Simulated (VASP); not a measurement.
# LiCl (F-43m) in VASP: a series of runs

Aim: see how the results for LiCl move with the level of theory and the settings. Levels: PBE, HSE06. Tasks: single point.

Program: VASP 6.6.1. These are calculated values, not measurements. Logs are shortened: lines on timing, memory, paths and dates and some standing lists are left out, and cuts for length are marked.

### Step 1. The cell of the first run

It takes space group F-43m (No. 216, cubic). Conventional cell: a = 5.686 Å, b = 5.686 Å, c = 5.686 Å, α = 90.00°, β = 90.00°, γ = 90.00°. Within 3.3 Å of Li (site symmetry -43m) lie 4 Cl at 2.46 Å. Cl (site symmetry -43m) has 4 Li at 2.46 Å within 3.3 Å.

### Step 2. Single point, PBE (strain +4.0%)

Input file INCAR:

```
SYSTEM = LiCl
ALGO     = Fast           ! electronic algorithm
EDIFF    = 1E-6           ! SCF threshold, eV
ENCUT    = 520            ! plane-wave cutoff, eV
GGA      = PE             ! functional
ISIF     = 2              ! what is computed and relaxed
ISMEAR   = -1             ! smearing method
LASPH    = .True.         ! aspherical terms in the spheres
LCHARG   = .False.        ! write CHGCAR
LREAL    = .False.        ! projectors in reciprocal space
LWAVE    = .False.        ! write WAVECAR
NBANDS   = 12             ! bands
NELM     = 100            ! most SCF steps
PREC     = Accurate       ! precision mode
SIGMA    = 0.02           ! smearing width, eV
```

Input file KPOINTS:

```
k-points
0
Gamma
  8 8 8
  0 0 0
```

Input file POSCAR:

```
LiCl
1.0
    0.0000000000      2.8429108541      2.8429108541
    2.8429108541      0.0000000000      2.8429108541
    2.8429108541      2.8429108541      0.0000000000
Li Cl
1 1
Direct
    0.0000000000      0.0000000000      0.0000000000
    0.2500000000      0.2500000000      0.2500000000
```

Potentials or basis: VASP PAW PBE potentials, release 64 (Li_sv, Cl).

Started as:

```bash
$ cat potpaw_PBE.64/Li_sv/POTCAR potpaw_PBE.64/Cl/POTCAR > POTCAR
$ mpirun -np 1 vasp_std > vasp.out
```

OUTCAR:

```text
SYSTEM = LiCl
   EDIFF = 1E-6
   ENCUT = 520
   GGA = PE
   ISIF = 2
   ISMEAR = -1
   LASPH = .True.
   LREAL = .False.
   NELM = 100
   PREC = Accurate

 ion  position               nearest neighbor table
   1  0.000  0.000  0.000-   2 2.46   2 2.46   2 2.46   2 2.46
   2  0.250  0.250  0.250-   1 2.46   1 2.46   1 2.46   1 2.46

  LATTYP: Found a face centered cubic cell.
 ALAT       =     5.6858217082

  Lattice vectors:

 A1 = (   0.0000000000,   2.8429108541,   2.8429108541)
 A2 = (   2.8429108541,   0.0000000000,   2.8429108541)
 A3 = (   2.8429108541,   2.8429108541,   0.0000000000)

Analysis of symmetry for initial positions (statically):
=====================================================================
 Subroutine PRICEL returns:
 Original cell was already a primitive cell.

 Routine SETGRP: Setting up the symmetry group for a
 face centered cubic supercell.

 Subroutine GETGRP returns: Found 24 space group operations
 (whereof 24 operations were pure point group operations)
 out of a pool of 48 trial point group operations.

The static configuration has the point symmetry T_d .

Analysis of symmetry for dynamics (positions and initial velocities):
=====================================================================
 Subroutine PRICEL returns:
 Original cell was already a primitive cell.

 Routine SETGRP: Setting up the symmetry group for a
 face centered cubic supercell.

 Subroutine GETGRP returns: Found 24 space group operations
 (whereof 24 operations were pure point group operations)
 out of a pool of 48 trial point group operations.

The dynamic configuration has the point symmetry T_d .

 Subroutine INISYM returns: Found 24 space group operations
 (whereof 24 operations are pure point group operations),
 and found     1 'primitive' translations

----------------------------------------------------------------------------------------

                                     Primitive cell

  volume of cell :      45.9536

  direct lattice vectors                    reciprocal lattice vectors
     0.000000000  2.842910854  2.842910854    -0.175876074  0.175876074  0.175876074
     2.842910854  0.000000000  2.842910854     0.175876074 -0.175876074  0.175876074
     2.842910854  2.842910854  0.000000000     0.175876074  0.175876074 -0.175876074

  length of vectors
     4.020483086  4.020483086  4.020483086     0.304626296  0.304626296  0.304626296

  position of ions in fractional coordinates (direct lattice)
     0.000000000  0.000000000  0.000000000
     0.250000000  0.250000000  0.250000000

  ion indices of the primitive-cell ions
   primitive index   ion index
                 1           1
                 2           2

----------------------------------------------------------------------------------------

 KPOINTS: k-points

Automatic generation of k-mesh.
 Grid dimensions read from file:
 generate k-points for:    8    8    8

 Generating k-lattice:

  Cartesian coordinates                     Fractional coordinates (reciprocal lattice)
    -0.021984509  0.021984509  0.021984509     0.125000000  0.000000000  0.000000000
     0.021984509 -0.021984509  0.021984509     0.000000000  0.125000000  0.000000000
     0.021984509  0.021984509 -0.021984509     0.000000000  0.000000000  0.125000000

  Length of vectors
     0.038078287  0.038078287  0.038078287

  Shift w.r.t. Gamma in fractional coordinates (k-lattice)
     0.000000000  0.000000000  0.000000000

 Subroutine IBZKPT returns following result:
 ===========================================

 Found     29 irreducible k-points:

 Following reciprocal coordinates:
            Coordinates               Weight
  0.000000  0.000000  0.000000      1.000000
  0.125000  0.000000  0.000000      8.000000
  0.250000  0.000000  0.000000      8.000000
  0.375000  0.000000  0.000000      8.000000
  0.500000  0.000000  0.000000      4.000000
  0.125000  0.125000  0.000000      6.000000
[... 16 lines left out ...]
  0.500000  0.250000  0.125000     48.000000
 -0.375000  0.250000  0.125000     24.000000
 [... further k-points ...]
   k-points           NKPTS =     29   k-points in BZ     NKDIM =     29   number of bands    NBANDS=     12
   number of dos      NEDOS =    301   number of ions     NIONS =      2
   total plane-waves  NPLWV =  27000
   dimension x,y,z NGX =    30 NGY =   30 NGZ =   30
   dimension x,y,z NGXF=    60 NGYF=   60 NGZF=   60
   ions per type =               1   1
   NGX,Y,Z   is equivalent  to a cutoff of  12.40, 12.40, 12.40 a.u.
   NGXF,Y,Z  is equivalent  to a cutoff of  24.81, 24.81, 24.81 a.u.
 SYSTEM =  LiCl
   PREC   = accura    normal or accurate (medium, high low for compatibility)
   ISTART =      0    job   : 0-new  1-cont  2-samecut
   ICHARG =      2    charge: 1-file 2-atom 10-const
   ISPIN  =      1    spin polarized calculation?
   LNONCOLLINEAR =      F non collinear calculations
   LSORBIT =      F    spin-orbit coupling
   LASPH  =      T    aspherical Exc in radial PAW
   ENCUT  =  520.0 eV  38.22 Ry    6.18 a.u.   7.48  7.48  7.48*2*pi/ulx,y,z
   NELM   =    100;   NELMIN=  2; NELMDL= -5     # of ELM steps
   EDIFF  = 0.1E-05   stopping-criterion for ELM
   LREAL  =      F    real-space projection
[... 7 lines left out ...]
   TEBEG  =    0.0;   TEEND  =   0.0 temperature during run
   PSTRESS=    0.0 pullay stress
   NELECT =      10.0000    total number of electrons
   NUPDOWN=      -1.0000    fix difference up-down
   EMIN   =  10.00;   EMAX   =-10.00  energy-range for DOS
   EFERMI =   0.00;   METHOD = LEGACY
   ISMEAR =    -1;   SIGMA  =   0.02  broadening in eV -4-tet -1-fermi 0-gaus
   EFERMI_NEDOS =   21; number of points for ismear=-14 and -15
   IALGO  =     68    algorithm
   IMIX   =      4    mixing-type and parameters
     AMIX     =   0.40;   BMIX     =  1.00
     AMIX_MAG =   1.60;   BMIX_MAG =  1.00
  volume/ion in A,a.u.               =      22.98       155.06
  Fermi-wavevector in a.u.,A,eV,Ry     =   0.984695  1.860803 13.192530  0.969624
  Thomas-Fermi vector in A             =   2.115947
   LORBIT       =      0    0 simple, 1 ext, 2 COOP (PROOUT), +10 PAW based schemes
   GGA     = PE    functional components
   LHFCALC =     F    Hartree Fock is set to
   AEXX    =    0.0000 exact exchange contribution
   IVDW    =     0    specifies the selected vdW correction
   LEPSILON=     F    determine dielectric tensor
   LRPA    =     F    only Hartree local field effects (RPA)
 non-spin polarized calculation
 RMM-DIIS sequential band-by-band and
  energy-cutoff  :      520.00
  volume of cell :       45.95
 maximum number of plane-waves:      1254
 NGX is ok and might be reduce to    30
   NGX = 15   NGY = 15   NGZ = 15

 number of electron      10.0000000 magnetization

 number of electron       9.9999994 magnetization

 Free energy of the ion-electron system (eV)
  ---------------------------------------------------
  ext. energy  EPLUGINS =         0.00000000
  ---------------------------------------------------
  free energy    TOTEN  =        -7.40308749 eV

  energy without entropy =       -7.40308749  energy(sigma->0) =       -7.40308749

 E-fermi :  -1.2111     XC(G=0):  -7.2672

 val. band max:       -1.7714697768   @ k =   0.0000   0.0000   0.0000
 cond. band min:       3.8927572649   @ k =   0.0000   0.0000   0.0000
 fundamental gap:      5.6642270417
 Fermi energy:        -1.2110872898

 k-point     1 :       0.0000    0.0000    0.0000
  band No.  band energies     occupation
      1     -44.9120      2.00000
      2     -14.2679      2.00000
      3      -1.7715      2.00000
      4      -1.7715      2.00000
      5      -1.7715      2.00000
      6       3.8928      0.00000
      7       8.2336      0.00000
      8       8.2336      0.00000
      9       8.2336      0.00000
     10      12.4116      0.00000
     11      12.4116      0.00000
     12      15.2080      0.00000

 k-point     2 :       0.1250    0.0000    0.0000
  band No.  band energies     occupation
      1     -44.9120      2.00000
      2     -14.2374      2.00000
      3      -2.0781      2.00000
      4      -1.8087      2.00000
      5      -1.8087      2.00000
      6       4.2727      0.00000
      7       8.2708      0.00000
      8       8.3833      0.00000
      9       8.3833      0.00000
     10      11.9279      0.00000
     11      11.9279      0.00000
     12      14.2872      0.00000

 k-point     3 :       0.2500    0.0000    0.0000
  band No.  band energies     occupation
      1     -44.9117      2.00000
      2     -14.1617      2.00000
      3      -2.7128      2.00000
      4      -1.8953      2.00000
      5      -1.8953      2.00000
      6       5.1140      0.00000
      7       8.3171      0.00000
      8       8.5756      0.00000
      9       8.5757      0.00000
     10      11.7368      0.00000
     11      11.7368      0.00000
     12      13.7294      0.00000

 k-point     4 :       0.3750    0.0000    0.0000
  band No.  band energies     occupation
      1     -44.9114      2.00000
      2     -14.0831      2.00000
      3      -3.2536      2.00000
      4      -1.9774      2.00000
      5      -1.9774      2.00000
      6       5.9148      0.00000
      7       8.3222      0.00000
      8       8.4930      0.00000
      9       8.4930      0.00000
     10      12.6385      0.00000
     11      12.6385      0.00000
     12      13.6902      0.00000

 k-point     5 :       0.5000    0.0000    0.0000
  band No.  band energies     occupation
      1     -44.9112      2.00000
      2     -14.0496      2.00000
      3      -3.4590      2.00000
      4      -2.0103      2.00000
      5      -2.0103      2.00000
      6       6.2454      0.00000
      7       8.3267      0.00000
      8       8.4047      0.00000
      9       8.4047      0.00000
     10      13.8208      0.00000
     11      13.8218      0.00000
     12      13.8693      0.00000
[... 228 lines left out ...]
      1     -44.9110      2.00000
      2     -13.9817      2.00000
      3      -3.1522      2.00000
      4      -2.4581      2.00000
      5      -2.4581      2.00000
      6       4.9038      0.00000
      7       7.7397      0.00000
      8      10.6485      0.00000
      9      11.3330      0.00000
     10      11.3330      0.00000
     11      14.6816      0.00000
     12      14.7573      0.00000

 k-point    22 :       0.3750    0.2500    0.1250
  band No.  band energies     occupation
      1     -44.9115      2.00000
      2     -14.1052      2.00000
      3      -2.8165      2.00000
      4      -2.2449      2.00000
      5      -2.0127      2.00000
      6       5.5863      0.00000
      7       8.2555      0.00000
      8       8.3970      0.00000
      9       9.2704      0.00000
     10      10.4700      0.00000
     11      13.2379      0.00000
     12      15.2424      0.00000

 k-point    23 :       0.5000    0.2500    0.1250
  band No.  band energies     occupation
      1     -44.9112      2.00000
      2     -14.0417      2.00000
      3      -3.1195      2.00000
      4      -2.4042      2.00000
      5      -2.1237      2.00000
      6       6.3209      0.00000
      7       7.6091      0.00000
      8       8.8270      0.00000
      9       9.3985      0.00000
     10      11.2238      0.00000
     11      13.5558      0.00000
     12      14.3917      0.00000

 k-point    24 :      -0.3750    0.2500    0.1250
  band No.  band energies     occupation
      1     -44.9111      2.00000
      2     -14.0149      2.00000
      3      -3.2492      2.00000
      4      -2.4400      2.00000
      5      -2.1880      2.00000
      6       6.8643      0.00000
      7       7.1284      0.00000
      8       9.2500      0.00000
      9       9.3398      0.00000
     10      11.4539      0.00000
     11      13.4112      0.00000
     12      14.2365      0.00000

 [... further k-points ...]

------------------------ aborting loop because EDIFF is reached ----------------------------------------

  FORCE on cell =-STRESS in cart. coord.  units (eV):
  Direction    XX          YY          ZZ          XY          YZ          ZX
  --------------------------------------------------------------------------------------
  -------------------------------------------------------------------------------------
  Total       -0.5428420     -0.5428420     -0.5428420     -0.0000000      0.0000000     -0.0000000
  in kB      -18.9262382    -18.9262382    -18.9262382     -0.0000000      0.0000000     -0.0000000
  external PRESSURE =     -18.9262382 kB  Pullay stress =       0.0000000 kB

 VOLUME and BASIS-vectors are now :
 -----------------------------------------------------------------------------
  energy-cutoff  :      520.00
  volume of cell :       45.95
      direct lattice vectors                 reciprocal lattice vectors
     0.000000000  2.842910854  2.842910854    -0.175876074  0.175876074  0.175876074
     2.842910854  0.000000000  2.842910854     0.175876074 -0.175876074  0.175876074
     2.842910854  2.842910854  0.000000000     0.175876074  0.175876074 -0.175876074

 POSITION                                       TOTAL-FORCE (eV/Angst)
 -----------------------------------------------------------------------------------
      0.00000      0.00000      0.00000        -0.000000     -0.000000     -0.000000
      1.42146      1.42146      1.42146         0.000000      0.000000      0.000000
 -----------------------------------------------------------------------------------
    total drift:                                0.000000      0.000000      0.000000

  FREE ENERGIE OF THE ION-ELECTRON SYSTEM (eV)
  ---------------------------------------------------
  free  energy   TOTEN  =        -7.4030874910 eV

  energy  without entropy=       -7.4030874910  energy(sigma->0) =       -7.40308749
```

It took 16 s on 1 thread of Intel Xeon 6975P-C (Granite Rapids), shared host; peak memory 0.16 GiB.

What came out:

- Free energy: -7.4031 eV
- Band gap on the k mesh: 5.66 eV

Levels at points of the mesh, in eV from the valence-band top:
```tsv
k point	band 3	band 4	band 5	band 6	band 7	band 8
(0.00, 0.00, 0.00)	0.00	0.00	0.00	5.66	10.01	10.01
(0.50, 0.00, 0.00)	-1.69	-0.24	-0.24	8.02	10.10	10.18
(0.50, 0.50, 0.00)	-1.38	-0.69	-0.69	6.68	9.51	12.42
```

Caveat: the cell differs from its parent crystal (strain +4.0%); the cutoff is under 1.25 times the usual one of these potentials, so pressure, stress and relaxed cells hold a basis-set (Pulay) error. A k mesh can miss the band edges.

### Step 3. Single point, HSE06 (strain +4.0%)

POSCAR is that of step 2.

Input file INCAR.step1:

```
PREC = Accurate ; ENCUT = 520
EDIFF = 1E-5 ; ISMEAR = 0
SIGMA = 0.01 ; LREAL = False
LASPH = True ; NELM = 100
ALGO = Normal ; ISIF = 2
LWAVE = True ; LCHARG = False
GGA = PE ; NBANDS = 12
```

Input file INCAR.step2:

```
PREC = Accurate ; ENCUT = 520
EDIFF = 1E-6 ; ISMEAR = 0
SIGMA = 0.01 ; LREAL = False
LASPH = True ; NELM = 100
ALGO = Normal ; ISIF = 2
LWAVE = False ; LCHARG = False
GGA = PE ; LHFCALC = True
HFSCREEN = 0.2079 ; PRECFOCK = Normal
ISTART = 1 ; NBANDS = 12
```

Input file KPOINTS:

```
Automatic mesh
0
Gamma
  6 6 6
```

Potentials or basis: VASP PAW PBE potentials, release 64 (Li_sv, Cl).

Started as:

```bash
$ cat potpaw_PBE.64/Li_sv/POTCAR potpaw_PBE.64/Cl/POTCAR > POTCAR
$ cp INCAR.step1 INCAR
$ mpirun -np 1 vasp_std > vasp.out
$ cp INCAR.step2 INCAR
$ mpirun -np 1 vasp_std > vasp.out
```

It took 5.6 min on 1 thread of Intel Xeon 6975P-C (Granite Rapids), shared host; peak memory 0.28 GiB.

The run converged. Its results:

- Free energy: -8.4578 eV
- Band gap on the k mesh: 6.97 eV

Levels at points of the mesh, in eV from the valence-band top:
```tsv
k point	band 1	band 2	band 3	band 4	band 5	band 6	band 7	band 8	band 9	band 10
(0.00, 0.00, 0.00)	-45.85	-13.68	0.00	0.00	0.00	6.97	11.53	11.53	11.53	15.84
(0.50, 0.00, 0.00)	-45.85	-13.44	-1.80	-0.26	-0.26	9.41	11.54	11.67	11.67	17.16
(0.50, 0.50, 0.00)	-45.85	-13.36	-1.49	-0.73	-0.73	7.96	10.91	14.05	14.78	14.78
```

Caveat: the cell differs from its parent crystal (strain +4.0%); the cutoff is under 1.25 times the usual one of these potentials, so pressure, stress and relaxed cells hold a basis-set (Pulay) error; the PAW data sets were made with another functional, which shifts forces and pressure a little.
